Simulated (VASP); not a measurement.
# Co (P-3m1) in VASP: settings compared

The runs below take Co through single point, with PBEsol, r2SCAN.

Everything below comes from runs of VASP 6.6.1. Logs are shortened: lines on timing, memory, paths and dates and some standing lists are left out, and cuts for length are marked.

### Step 1. The cell of the first run

Symmetry: P-3m1, No. 164, trigonal system. Conventional cell: a = 2.520 Å, b = 2.520 Å, c = 4.117 Å, α = 90.00°, β = 90.00°, γ = 120.00°. Within 3.2 Å of Co (site symmetry 3m) lie 12 Co at 2.45 to 2.59 Å.

### Step 2. Single point, PBEsol, collinear spin, ferromagnetic start

INCAR reads:

```
SYSTEM = Co
ALGO = Normal ; EDIFF = 1E-6
ENCUT = 600 ; GGA = PS
GGA_COMPAT = .FALSE. ; ISIF = 2
ISMEAR = -1 ; ISPIN = 2
LASPH = .TRUE. ; LCHARG = .FALSE.
LMAXMIX = 4 ; LORBIT = 11
LREAL = .FALSE. ; LWAVE = .FALSE.
MAGMOM = 2 2 ; NBANDS = 28
NELM = 200 ; PREC = Accurate
SIGMA = 0.05
```

KPOINTS reads:

```
k-points
0
G
  12 12 7
  0 0 0
```

POSCAR reads:

```
Co
1.0
    2.5200971126      0.0000000000      0.0000000000
   -1.2600485563      2.1824681195      0.0000000000
    0.0000000000      0.0000000000      4.1167599708
Co
2
Direct
    0.3333333333      0.6666666667      0.7401390000
    0.6666666667      0.3333333333      0.2598610000
```

Potentials or basis: VASP PAW PBE potentials, release 64 (Co_sv).

On the command line:

```bash
$ cat potpaw_PBE.64/Co_sv/POTCAR > POTCAR
$ mpirun -np 1 vasp_std > vasp.out
```

OUTCAR:

```text
SYSTEM = Co
   EDIFF = 1E-6
   ENCUT = 600
   GGA = PS
   ISIF = 2
   ISMEAR = -1
   ISPIN = 2
   LASPH = .TRUE.
   LORBIT = 11
   LREAL = .FALSE.
   NELM = 200
   PREC = Accurate

 ion  position               nearest neighbor table
   1  0.333  0.667  0.740-   2 2.45   2 2.45   2 2.45
   2  0.667  0.333  0.260-   1 2.45   1 2.45   1 2.45

  LATTYP: Found a hexagonal cell.
 ALAT       =     2.5200971126
 C/A-ratio  =     1.6335719565

  Lattice vectors:

 A1 = (   2.5200971126,   0.0000000000,   0.0000000000)
 A2 = (  -1.2600485563,   2.1824681195,   0.0000000000)
 A3 = (   0.0000000000,   0.0000000000,   4.1167599708)

Analysis of symmetry for initial positions (statically):
=====================================================================
 Subroutine PRICEL returns:
 Original cell was already a primitive cell.

 Routine SETGRP: Setting up the symmetry group for a
 hexagonal supercell.

 Subroutine GETGRP returns: Found 12 space group operations
 (whereof 12 operations were pure point group operations)
 out of a pool of 24 trial point group operations.

The static configuration has the point symmetry D_3d.

Analysis of symmetry for dynamics (positions and initial velocities):
=====================================================================
 Subroutine PRICEL returns:
 Original cell was already a primitive cell.

 Routine SETGRP: Setting up the symmetry group for a
 hexagonal supercell.

 Subroutine GETGRP returns: Found 12 space group operations
 (whereof 12 operations were pure point group operations)
 out of a pool of 24 trial point group operations.

The dynamic configuration has the point symmetry D_3d.

Analysis of structural, dynamic, and magnetic symmetry:
=====================================================================
 Subroutine PRICEL returns:
 Original cell was already a primitive cell.

 Routine SETGRP: Setting up the symmetry group for a
 hexagonal supercell.

 Subroutine GETGRP returns: Found 12 space group operations
 (whereof 12 operations were pure point group operations)
 out of a pool of 24 trial point group operations.

The overall configuration has the point symmetry D_3d.

 Subroutine INISYM returns: Found 12 space group operations
 (whereof 12 operations are pure point group operations),
 and found     1 'primitive' translations

----------------------------------------------------------------------------------------

                                     Primitive cell

  volume of cell :      22.6423

  direct lattice vectors                    reciprocal lattice vectors
     2.520097113  0.000000000  0.000000000     0.396810105  0.229098421  0.000000000
    -1.260048556  2.182468120  0.000000000     0.000000000  0.458196842  0.000000000
     0.000000000  0.000000000  4.116759971     0.000000000  0.000000000  0.242909474

  length of vectors
     2.520097113  2.520097113  4.116759971     0.458196842  0.458196842  0.242909474

  position of ions in fractional coordinates (direct lattice)
     0.333333333  0.666666667  0.740139000
     0.666666667  0.333333333  0.259861000

  ion indices of the primitive-cell ions
   primitive index   ion index
                 1           1
                 2           2

----------------------------------------------------------------------------------------

 KPOINTS: k-points

Automatic generation of k-mesh.
 Grid dimensions read from file:
 generate k-points for:   12   12    7

 Generating k-lattice:

  Cartesian coordinates                     Fractional coordinates (reciprocal lattice)
     0.033067509  0.019091535  0.000000000     0.083333333  0.000000000  0.000000000
     0.000000000  0.038183070  0.000000000     0.000000000  0.083333333  0.000000000
     0.000000000  0.000000000  0.034701353     0.000000000  0.000000000  0.142857143

  Length of vectors
     0.038183070  0.038183070  0.034701353

  Shift w.r.t. Gamma in fractional coordinates (k-lattice)
     0.000000000  0.000000000  0.000000000

 Subroutine IBZKPT returns following result:
 ===========================================

 Found    112 irreducible k-points:

 Following reciprocal coordinates:
            Coordinates               Weight
  0.000000  0.000000  0.000000      1.000000
  0.083333 -0.000000  0.000000      6.000000
  0.166667  0.000000  0.000000      6.000000
  0.250000 -0.000000  0.000000      6.000000
  0.333333 -0.000000  0.000000      6.000000
  0.416667  0.000000  0.000000      6.000000
[... 16 lines left out ...]
  0.166667  0.000000  0.142857      6.000000
  0.000000  0.166667  0.142857      6.000000
 [... further k-points ...]
   k-points           NKPTS =    112   k-points in BZ     NKDIM =    112   number of bands    NBANDS=     28
   number of dos      NEDOS =    301   number of ions     NIONS =      2
   total plane-waves  NPLWV =  14400
   dimension x,y,z NGX =    20 NGY =   20 NGZ =   36
   dimension x,y,z NGXF=    40 NGYF=   40 NGZF=   72
   ions per type =               2
[... 99 lines left out ...]
      6     -47.8597      1.00000
[... 20 lines left out ...]
     27      36.6562      0.00000
     28      38.6607      0.00000

 k-point     4 :       0.2500   -0.0000    0.0000
  band No.  band energies     occupation
      1     -84.5733      1.00000
      2     -84.5375      1.00000
      3     -48.0521      1.00000
      4     -47.9555      1.00000
      5     -47.9117      1.00000
      6     -47.8808      1.00000
[... 578 lines left out ...]
     27      37.5298      0.00000
     28      38.3682      0.00000

 k-point    23 :       0.1667    0.0000    0.1429
  band No.  band energies     occupation
      1     -84.5823      1.00000
      2     -84.5436      1.00000
      3     -48.0673      1.00000
      4     -47.9021      1.00000
      5     -47.8654      1.00000
      6     -47.8625      1.00000
[... 20 lines left out ...]
     27      36.9197      0.00000
     28      37.6910      0.00000

 k-point    24 :       0.0000    0.1667    0.1429
  band No.  band energies     occupation
      1     -84.5823      1.00000
      2     -84.5436      1.00000
      3     -48.0675      1.00000
      4     -47.8989      1.00000
      5     -47.8700      1.00000
      6     -47.8627      1.00000
[... 20 lines left out ...]
     27      36.7268      0.00000
     28      37.6577      0.00000

 [... further k-points ...]

 spin component 2

 k-point     1 :       0.0000    0.0000    0.0000
  band No.  band energies     occupation
      1     -82.4956      1.00000
      2     -82.4438      1.00000
      3     -46.0691      1.00000
      4     -45.7979      1.00000
      5     -45.7979      1.00000
      6     -45.7569      1.00000
[... 20 lines left out ...]
     27      36.6329      0.00000
     28      36.6329      0.00000

 k-point     2 :       0.0833   -0.0000    0.0000
  band No.  band energies     occupation
      1     -82.4927      1.00000
      2     -82.4424      1.00000
      3     -46.0621      1.00000
      4     -45.8140      1.00000
      5     -45.8027      1.00000
      6     -45.7685      1.00000
[... 20 lines left out ...]
     27      37.7044      0.00000
     28      38.8817      0.00000

 k-point     3 :       0.1667    0.0000    0.0000
  band No.  band energies     occupation
      1     -82.4844      1.00000
      2     -82.4387      1.00000
      3     -46.0433      1.00000
      4     -45.8577      1.00000
      5     -45.8160      1.00000
      6     -45.8114      1.00000
[... 20 lines left out ...]
     27      36.9198      0.00000
     28      38.9103      0.00000

 k-point     4 :       0.2500   -0.0000    0.0000
  band No.  band energies     occupation
      1     -82.4727      1.00000
      2     -82.4341      1.00000
      3     -46.0156      1.00000
      4     -45.9154      1.00000
      5     -45.8680      1.00000
      6     -45.8337      1.00000
[... 578 lines left out ...]
     27      37.6897      0.00000
     28      38.6918      0.00000

 k-point    23 :       0.1667    0.0000    0.1429
  band No.  band energies     occupation
      1     -82.4824      1.00000
      2     -82.4407      1.00000
      3     -46.0325      1.00000
      4     -45.8569      1.00000
      5     -45.8169      1.00000
      6     -45.8138      1.00000
[... 20 lines left out ...]
     27      37.1424      0.00000
     28      38.0282      0.00000

 k-point    24 :       0.0000    0.1667    0.1429
  band No.  band energies     occupation
      1     -82.4824      1.00000
      2     -82.4407      1.00000
      3     -46.0327      1.00000
      4     -45.8534      1.00000
      5     -45.8217      1.00000
      6     -45.8140      1.00000
[... 20 lines left out ...]
     27      36.9777      0.00000
     28      37.9847      0.00000

 [... further k-points ...]
[... 5 lines left out ...]
  --------------------------------------------------------------------------------------
  -------------------------------------------------------------------------------------
  Total       -2.6725564     -2.6725564     -3.0147700      0.0000000      0.0000000      0.0000000
  in kB     -189.1109770   -189.1109770   -213.3261214      0.0000000      0.0000000      0.0000000
  external PRESSURE =    -197.1826918 kB  Pullay stress =       0.0000000 kB

 VOLUME and BASIS-vectors are now :
 -----------------------------------------------------------------------------
  energy-cutoff  :      600.00
  volume of cell :       22.64
      direct lattice vectors                 reciprocal lattice vectors
     2.520097113  0.000000000  0.000000000     0.396810105  0.229098421  0.000000000
    -1.260048556  2.182468120  0.000000000     0.000000000  0.458196842  0.000000000
     0.000000000  0.000000000  4.116759971     0.000000000  0.000000000  0.242909474

 POSITION                                       TOTAL-FORCE (eV/Angst)
 -----------------------------------------------------------------------------------
     -0.00000      1.45498      3.04697        -0.000000      0.000000      0.320341
      1.26005      0.72749      1.06979         0.000000     -0.000000     -0.320341
 -----------------------------------------------------------------------------------
    total drift:                               -0.000000      0.000000      0.000000

  FREE ENERGIE OF THE ION-ELECTRON SYSTEM (eV)
  ---------------------------------------------------
  free  energy   TOTEN  =       -15.5042516270 eV

  energy  without entropy=      -15.4894969238  energy(sigma->0) =      -15.49687428

 total charge

# of ion       s       p       d       tot
------------------------------------------
    1        2.240   6.109   6.672  15.021
    2        2.240   6.109   6.672  15.021
--------------------------------------------------
tot          4.480  12.219  13.344  30.043

 magnetization (x)

# of ion       s       p       d       tot
------------------------------------------
    1       -0.004  -0.014   1.745   1.728
    2       -0.004  -0.014   1.745   1.728
--------------------------------------------------
tot         -0.008  -0.027   3.491   3.455
```

Run time: 82 s. Hardware: 1 thread of AMD EPYC 9R45 (Zen 5), shared host; peak memory 0.2 GiB.

Results:

```yaml
Free_energy: -15.5043 eV
Pressure: -19.7 GPa
Largest_force: 0.320 eV/Å
Net_moment: 3.33 μB per cell
Site_moments: Co +1.73 μB
Valence_electrons_inside_the_program's_atomic_spheres: Co 15.02
```

Forces in eV/Å, atoms in the order of the input:
```
Co   0.000  0.000  0.320
Co   0.000  0.000 -0.320
```

Stress tensor (GPa, compression positive):
```
-18.91   0.00   0.00
  0.00 -18.91   0.00
  0.00   0.00 -21.33
```

Levels at points of the mesh, in eV from the Fermi level:
Spin up:
| k point | band 16 | band 17 | band 18 | band 19 | band 20 | band 21 | band 22 | band 23 |
| --- | --- | --- | --- | --- | --- | --- | --- | --- |
| (0.00, 0.00, 0.00) | -1.91 | -1.91 | -0.90 | -0.90 | -0.29 | 5.72 | 21.52 | 23.71 |
| (0.50, 0.00, 0.00) | -0.76 | -0.74 | -0.59 | 1.13 | 3.05 | 9.02 | 9.92 | 12.07 |
Spin down:
```csv
k point,band 11,band 12,band 13,band 14,band 15,band 16,band 17,band 18,band 19,band 20
"(0.00, 0.00, 0.00)",-1.01,-0.90,-0.90,-0.60,-0.60,-0.26,-0.07,-0.07,1.03,1.03
"(0.50, 0.00, 0.00)",-3.09,-1.78,-1.02,-1.00,-0.60,1.17,1.26,1.32,2.42,4.08
```

Caveat: the cell stands under tension; the PAW data sets were made with another functional, which shifts forces and pressure a little.

### Step 3. Single point, PBEsol, collinear spin, ferromagnetic start

This run uses another cell than the first one, of 10.67 Å³/atom.

INCAR reads:

```
SYSTEM = Co
ALGO     = Normal         ! electronic algorithm
EDIFF    = 1E-6           ! SCF threshold, eV
ENCUT    = 600            ! plane-wave cutoff, eV
GGA      = PS             ! functional
GGA_COMPAT= .False.      
ISIF     = 2              ! what is computed and relaxed
ISMEAR   = -1             ! smearing method
ISPIN    = 2              ! spin polarisation
LASPH    = .True.         ! aspherical terms in the spheres
LCHARG   = .False.        ! write CHGCAR
LMAXMIX  = 4              ! l up to which the mixer works
LORBIT   = 11             ! projections on sites
LREAL    = .False.        ! projectors in reciprocal space
LWAVE    = .False.        ! write WAVECAR
MAGMOM   = 2 2            ! initial moments
NBANDS   = 28             ! bands
NELM     = 200            ! most SCF steps
PREC     = Accurate       ! precision mode
SIGMA    = 0.05           ! smearing width, eV
```

KPOINTS reads:

```
k-points
0
Gamma
  12 12 7
  0 0 0
```

POSCAR reads:

```
Co
1.0
    2.4706706468      0.0000000000      0.0000000000
   -1.2353353234      2.1396635445      0.0000000000
    0.0000000000      0.0000000000      4.0360182824
Co
2
Direct
    0.3333333333      0.6666666667      0.7401390000
    0.6666666667      0.3333333333      0.2598610000
```

Potentials or basis: VASP PAW PBE potentials, release 64 (Co_sv).

On the command line:

```bash
$ cat potpaw_PBE.64/Co_sv/POTCAR > POTCAR
$ mpirun -np 1 vasp_std > vasp.out
```

It took 64 s on 1 thread of Intel Xeon 6975P-C (Granite Rapids), shared host; peak memory 0.22 GiB.

Results (log left out):

```yaml
Free_energy: -15.5957 eV
Pressure: -9.1 GPa
Largest_force: 0.511 eV/Å
Net_moment: 3.22 μB per cell
Site_moments: Co +1.67 μB
Valence_electrons_inside_the_program's_atomic_spheres: Co 15.06
```

Forces in eV/Å, atoms in the order of the input:
```
Co   0.000  0.000  0.511
Co   0.000  0.000 -0.511
```

Stress tensor (GPa, compression positive):
```
 -8.06   0.00   0.00
  0.00  -8.06   0.00
  0.00   0.00 -11.10
```

Levels at points of the mesh, in eV from the Fermi level:
Spin up:
```csv
k point,band 17,band 18,band 19,band 20,band 21,band 22
"(0.00, 0.00, 0.00)",-1.90,-0.79,-0.79,-0.32,6.24,22.03
"(0.50, 0.00, 0.00)",-0.61,-0.46,1.31,3.37,9.48,10.48
```
Spin down:
```csv
k point,band 13,band 14,band 15,band 16,band 17,band 18
"(0.00, 0.00, 0.00)",-1.02,-0.69,-0.69,-0.28,-0.12,-0.12
"(0.50, 0.00, 0.00)",-1.15,-1.11,-0.68,1.24,1.33,1.41
```

Caveat: the cell stands under tension; the PAW data sets were made with another functional, which shifts forces and pressure a little.

### Step 4. Single point, r2SCAN, collinear spin, ferromagnetic start

This run uses another cell than the first one, of 11.10 Å³/atom.

POSCAR reads:

```
Co
1.0
    2.5038379689      0.0000000000      0.0000000000
   -1.2519189845      2.1683872881      0.0000000000
    0.0000000000      0.0000000000      4.0901994896
Co
2
Direct
    0.3333333333      0.6666666667      0.7401390000
    0.6666666667      0.3333333333      0.2598610000
```

INCAR.step1 reads:

```
PREC = Accurate
ENCUT = 660
ISMEAR = -1
SIGMA = 0.05
LREAL = False
LASPH = True
NELM = 200
ISPIN = 2
MAGMOM = 2 2
LMAXMIX = 4
NBANDS = 28
GGA = PE
ALGO = Normal
EDIFF = 1E-5
LWAVE = True
LCHARG = False
GGA_COMPAT = False
```

INCAR.step2 reads:

```
PREC = Accurate
ENCUT = 660
EDIFF = 1E-6
ISMEAR = -1
SIGMA = 0.05
LREAL = False
LASPH = True
NELM = 200
ALGO = Normal
ISIF = 2
LWAVE = False
LCHARG = False
ISPIN = 2
MAGMOM = 2 2
LORBIT = 11
LMAXMIX = 4
METAGGA = R2SCAN
LMIXTAU = True
NBANDS = 28
ISTART = 1
GGA_COMPAT = False
```

KPOINTS reads:

```
regular mesh
0
Gamma
  12 12 7
```

On the command line:

```bash
$ cat potpaw_PBE.64/Co_sv/POTCAR > POTCAR
$ cp INCAR.step1 INCAR
$ mpirun -np 1 vasp_std > vasp.out
$ cp INCAR.step2 INCAR
$ mpirun -np 1 vasp_std > vasp.out
```

Run time: 5.6 min. Hardware: 1 thread of Intel Xeon 6975P-C (Granite Rapids), shared host; peak memory 0.26 GiB.

Results (log left out):

- Free energy: -26.5779 eV
- Pressure: -9.9 GPa
- Largest force: 0.140 eV/Å
- Net moment: 3.59 μB per cell
- Site moments: Co +1.95 μB
- Valence electrons inside the program's atomic spheres: Co 15.04

Forces in eV/Å, atoms in the order of the input:
```
Co   0.000  0.000  0.140
Co   0.000  0.000 -0.140
```

Stress tensor (GPa, compression positive):
```
-10.49   0.00   0.00
  0.00 -10.49   0.00
  0.00   0.00  -8.78
```

Levels at points of the mesh, in eV from the Fermi level:
Spin up:
```csv
k point,band 15,band 16,band 17,band 18,band 19,band 20,band 21,band 22,band 23,band 24
"(0.00, 0.00, 0.00)",-3.14,-2.83,-2.83,-1.76,-1.76,-0.44,5.68,22.35,24.80,24.80
"(0.50, 0.00, 0.00)",-2.99,-1.71,-1.59,-1.34,0.74,2.85,9.28,10.28,12.31,13.74
```
Spin down:
```csv
k point,band 11,band 12,band 13,band 14,band 15,band 16,band 17,band 18,band 19,band 20
"(0.00, 0.00, 0.00)",-1.22,-0.88,-0.88,-0.82,-0.71,-0.71,0.26,0.26,1.29,1.29
"(0.50, 0.00, 0.00)",-3.39,-2.36,-1.08,-0.98,-0.62,1.29,1.39,1.77,2.48,4.18
```

Caveat: the cell stands under tension; the PAW data sets were made with another functional, which shifts forces and pressure a little.

### Step 5. Summary

| level | cell | cutoff (eV) | gap on the mesh (eV) | pressure (GPa) | moment (μB) | largest force (eV/Å) |
| --- | --- | --- | --- | --- | --- | --- |
| PBEsol | a = 2.520, b = 2.520, c = 4.117 Å, angles 90.0, 90.0, 120.0°, 2 atoms | 600 | none | -19.7 | 3.33 | 0.32 |
| PBEsol | a = 2.471, b = 2.471, c = 4.036 Å, angles 90.0, 90.0, 120.0°, 2 atoms | 600 | none | -9.1 | 3.22 | 0.51 |
| r2SCAN | a = 2.504, b = 2.504, c = 4.090 Å, angles 90.0, 90.0, 120.0°, 2 atoms | 660 | none | -9.9 | 3.59 | 0.14 |

Alike in all rows: task single point; potentials or basis VASP PAW PBE potentials, release 64 (Co_sv); spin collinear, ferromagnetic start; k mesh 12 × 12 × 7; smearing fermi-dirac 0.05 eV.

Caveats: the cell stands under tension; the PAW data sets were made with another functional, which shifts forces and pressure a little.

Total energies depend on the potentials used, so only differences within one code and one set of settings carry meaning.
